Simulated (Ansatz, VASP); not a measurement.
YbCr2Ge2 in VASP and in Ansatz

```
Ge Cr Yb
1.0
     0.00000    3.96501    0.00000
     3.96501    0.00000    0.00000
     1.98251    1.98251   -5.58741
Ge Cr Yb
2 2 1
Direct
  0.38625 0.38625 0.22751
  0.61375 0.61375 0.77249
  0.75000 0.25000 0.50000
  0.25000 0.75000 0.50000
  0.00000 0.00000 0.00000
```

Alike in both runs: functional PBE; k mesh 5 × 5 × 5; collinear spin.

Ansatz relaxed the structure, and its values are those at the end. VASP's run is a single point on that final structure, the one shown.

|  | VASP | Ansatz |
| --- | --- | --- |
| version | VASP 6.6.1 | Ansatz 0.2.0 |
| potentials or method | VASP PAW PBE potentials, release 64 (Ge_d, Cr_pv, Yb), cutoff 520 eV | PAW plane waves |
| occupations | fermi-dirac, width 0.1 eV | fermi-dirac |
| valence electrons in the cell | 76 | 80 |

|  | VASP | Ansatz | Ansatz less VASP |
| --- | --- | --- | --- |
| gap on the k mesh at the Fermi level (eV) | none | none | - |
| pressure (GPa) | 0.4 | 0.0 | -0.42 |
| rms of the force components (eV/Å) | 0.011 | 0.001 | -0.0103 |
| net moment per atom (μB) | 0.00 | 0.00 | 0.000 |
| size of the moment on the site where the two differ most (μB) | 2.46 | 2.30 | -0.167 |

Site moments also hang on the region over which each program counts them. A gap of «none» marks a metal or a gap that the smearing closes. VASP's potentials hold 76 valence electrons a cell and Ansatz's 80, so a difference there can come from the potentials and not from the codes.

Neither program's run includes spin-orbit coupling.
